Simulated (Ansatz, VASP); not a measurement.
Two plane-wave programs on CaNb2

```
Ca Nb
1.0
     3.51269    0.00000    0.00000
     0.00000    3.51269    0.00000
     0.00000    0.00000   12.67440
Ca Nb
2 4
Direct
  0.00000 0.00000 0.00000
  0.50000 0.50000 0.50000
  0.00000 0.50000 0.21475
  0.00000 0.50000 0.71475
  0.50000 0.00000 0.28525
  0.50000 0.00000 0.78525
```

Alike in both runs: functional PBE; k mesh 6 × 6 × 2; occupations gaussian, width 0.1 eV; no spin polarisation.

Ansatz relaxed the structure, and its values are those at the end. VASP's run is a single point on that final structure, the one shown.

|  | VASP | Ansatz |
| --- | --- | --- |
| version | VASP 6.6.1 | Ansatz 0.2.0 |
| potentials or method | VASP PAW PBE potentials, release 64 (Ca_sv, Nb_sv), cutoff 520 eV | scalar-relativistic, plane waves, PAW |
| valence electrons in the cell | 72 | 72 |

|  | VASP | Ansatz | Ansatz less VASP |
| --- | --- | --- | --- |
| gap on the k mesh at the Fermi level (eV) | none | none | - |
| pressure (GPa) | -0.2 | 0.0 | +0.15 |
| rms of the force components (eV/Å) | 0.000 | 0.007 | +0.0072 |

A gap of «none» marks a metal or a gap that the smearing closes.
